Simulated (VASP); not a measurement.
Runs of VASP 6.6.1 on CdSe. The structure is that of space group F-43m (No. 216), or close to it. The cells are those of the table. 

| level | cell | smearing | gap on the mesh (eV) | pressure (GPa) |
| --- | --- | --- | --- | --- |
| r2SCAN | a = 4.339, b = 4.339, c = 4.363 Å, angles 59.8, 59.8, 59.6°, 2 atoms | gaussian 0.01 eV | (a) | 0.2 |
| r2SCAN | a = 4.322 Å, angles 60.3°, 2 atoms | gaussian 0.01 eV | 1.02 | 0.5 |
| r2SCAN | a = 4.285 Å, angles 60.0°, 2 atoms | gaussian 0.01 eV | 1.11 | 2.3 |
| PBE | a = 4.285 Å, angles 60.0°, 2 atoms | fermi-dirac 0.02 eV | (b) | 3.8 |
| PBE | a = 4.339, b = 4.339, c = 4.363 Å, angles 59.8, 59.8, 59.6°, 2 atoms | fermi-dirac 0.02 eV | 0.53 | 1.7 |

Alike in all rows: task single point; potentials or basis VASP PAW PBE potentials, release 64 (Cd, Se); no spin polarisation; k mesh 8 × 8 × 8; cutoff (eV) 520.

Q: Fill in the values left out.

A: (a) 1.00; (b) 0.63.

Caveats: the PAW data sets were made with another functional, which shifts forces and pressure a little (some runs).

A k mesh can miss the band edges, and the runs leave out spin-orbit coupling on Cd, Se.
